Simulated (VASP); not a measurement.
Here is a VASP 6.6.1 calculation.

The input INCAR:

```
ALGO = Normal ; EDIFF = 1E-6
ENCUT = 520 ; GGA = PE
ISIF = 2 ; ISMEAR = 0
LASPH = True ; LCHARG = False
LREAL = False ; LWAVE = False
NBANDS = 66 ; NELM = 60
PREC = Accurate ; SIGMA = 0.1
```

The input KPOINTS:

```
k-points
0
Gamma
  4 4 1
```

The input POSCAR:

```
InGa5P6
1.0
    3.9588390932     -0.0000668380      0.0001149800
   -0.0000696016      3.9588347634     -0.0000441835
   -0.0004039846     -0.0009328826     16.6608053766
In Ga P
1 5 6
Direct
    0.4998612433      0.5001414316      0.4999911138
    0.0000439933     -0.0000107612      0.6756422108
    0.0000010243     -0.0000986430      0.3243471967
    0.5000568244      0.4999673071      0.1621463212
    0.0000319112     -0.0000483051      0.0000094522
    0.4999949935      0.5000665991      0.8378659602
    0.4999900760      0.0001069435      0.4045967660
    0.0000446640      0.4999008047      0.2431862766
    0.5000345836     -0.0000208304      0.0810519169
    0.0000038896      0.4999539107      0.9189595555
    0.5000523323      0.0000484444      0.7568147291
   -0.0001155354      0.4999930987      0.5953885008
```

Potentials or basis: VASP PAW PBE potentials, release 64 (In_d, Ga_d, P).

Command:

```console
$ cat potpaw_PBE.64/In_d/POTCAR potpaw_PBE.64/Ga_d/POTCAR potpaw_PBE.64/P/POTCAR > POTCAR
$ mpirun -np 1 vasp_std > vasp.out
```

(1) What does it give for the largest force?

(2) Predict the pressure.

## Answers

(1) 0.004 eV/Å.

(2) 0.0 GPa.
